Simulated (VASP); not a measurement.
The system is InSb.

```xyz
2
Lattice="3.6348 0.0000 0.0000 0.0000 3.6348 0.0000 0.0000 0.0000 3.6348" Properties=species:S:1:pos:R:3 pbc="T T T"
In    0.0000    0.0000    0.0000
Sb    1.8174    1.8174    1.8174
```

| Quantity | Value |
| --- | --- |
| Program | VASP 6.6.1 |
| Task | relaxation of cell and atoms |
| Functional | PBE |
| Potentials or basis | VASP PAW PBE potentials, release 64 (In_d, Sb) |
| Cutoff | 500 eV |
| k mesh | 6 × 6 × 6 |
| Occupations | fermi-dirac, width 0.02 eV |
| Spin | no spin polarisation |

At the start: pressure 8.5 GPa; volume 24.01 Å³/atom.

Question: Where does the relaxation end?

Answer: Over 3 steps the energy falls by 77.9 meV/atom and the volume is 27.36 Å³/atom (+14.0 %); space group Pm-3m (No. 221, to 0.1 Å) before and after.

Step by step:
```tsv
step	energy change (eV)	largest force (eV/Å)	pressure (GPa)	volume (Å³)
1	0.0000	0.0000	8.53	48.02
2	-0.1395	0.0000	-1.86	57.47
3	-0.1557	0.0000	0.01	54.73
```

Final structure:
```xyz
2
Lattice="3.7966 0.0000 0.0000 0.0000 3.7966 0.0000 0.0000 0.0000 3.7966" Properties=species:S:1:pos:R:3 pbc="T T T"
In    0.0000    0.0000    0.0000
Sb    1.8983    1.8983    1.8983
```

Caveat: the highest band is partly filled, so the run has too few bands.
